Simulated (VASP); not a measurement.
Pb: single point with PBEsol

Pb:

```
CELL_PARAMETERS angstrom
-1.95267 1.95267 1.95267
1.95267 -1.95267 1.95267
1.95267 1.95267 -1.95267
ATOMIC_POSITIONS crystal
Pb 0.00000 0.00000 0.00000
```

```yaml
Program: VASP 6.6.1
Task: single point
Functional: PBEsol
Potentials_or_basis: VASP PAW PBE potentials, release 64 (Pb_d)
Cutoff: 500 eV
k_mesh: 10 × 10 × 10
Occupations: gaussian, width 0.1 eV
Spin: no spin polarisation
```

```json
{
 "Pressure": "0.2 GPa",
 "Band gap on the k mesh": "zero (band 7 reaches 15.11 eV, above the bottom of band 8 at 5.38 eV)"
}
```

Levels at points of the mesh, in eV from the Fermi level:
| k point | band 3 | band 4 | band 5 | band 6 | band 7 | band 8 | band 9 | band 10 | band 11 | band 12 |
| --- | --- | --- | --- | --- | --- | --- | --- | --- | --- | --- |
| (0.00, 0.00, 0.00) | -17.01 | -16.75 | -16.75 | -11.84 | 7.86 | 7.86 | 7.86 | 11.19 | 11.19 | 11.19 |
| (0.50, 0.00, 0.00) | -16.77 | -16.76 | -16.60 | -7.85 | -4.10 | 3.57 | 5.26 | 7.72 | 9.09 | 14.18 |
| (0.50, 0.50, 0.50) | -16.63 | -16.63 | -16.63 | -5.02 | -0.35 | -0.35 | -0.35 | 4.64 | 4.64 | 16.63 |

It took 8.6 s on 1 thread of AMD EPYC 9R45 96-Core Processor (Zen 5), with other jobs on the host, peak memory 0.13 GiB.

Caveat: the PAW data sets were made with another functional, which shifts forces and pressure a little; spin-orbit coupling is left out, which moves the levels of the heavy elements.
